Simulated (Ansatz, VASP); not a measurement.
# Two plane-wave programs on Ge2Pd2C

```
Ge Pd C
1.0
     1.57302    2.72455    0.00000
    -1.57302    2.72455    0.00000
     0.00000    0.00000    7.90779
Ge Pd C
2 2 1
Cartesian
  -0.0002 1.8165 6.5975
  0.0002 3.6326 1.3103
  -0.0002 1.8165 2.8053
  0.0002 3.6326 5.1025
  0.0000 0.0000 3.9539
```

Alike in both runs: task single point; functional PBEsol; k mesh 7 × 7 × 3; no spin polarisation; Hubbard terms Pd d U = 1.34 eV.

```csv
,VASP,Ansatz
version,VASP 6.6.1,Ansatz 0.2.0
potentials or method,"VASP PAW PBE potentials, release 64 (Ge_d, Pd, C), cutoff 520 eV",PAW plane waves
occupations,"methfessel-paxton of order 1, width 0.01 eV","cold, width 0.01 eV"
valence electrons in the cell,52,68
```

|  | VASP | Ansatz | Ansatz less VASP |
| --- | --- | --- | --- |
| gap on the k mesh at the Fermi level (eV) | none | none | - |
| pressure (GPa) | 25.9 | 28.6 | +2.71 |
| traceless stress, the component that is largest in VASP (GPa) | 1.47 | 1.11 | -0.367 |
| rms of the force components (eV/Å) | 1.580 | 1.598 | +0.0182 |

VASP's potentials were made for PBE, not for PBEsol. The programs project onto different local orbitals, so the same U acts differently, and such runs can settle in different states. Atom by atom the forces differ by 0.073 eV/Å (rms over components). A gap of «none» marks a metal or a gap that the smearing closes. VASP's potentials hold 52 valence electrons a cell and Ansatz's 68, so a difference there can come from the potentials and not from the codes. Ansatz's warnings: filled band counts differ across k points, structure snapped to symmetry.
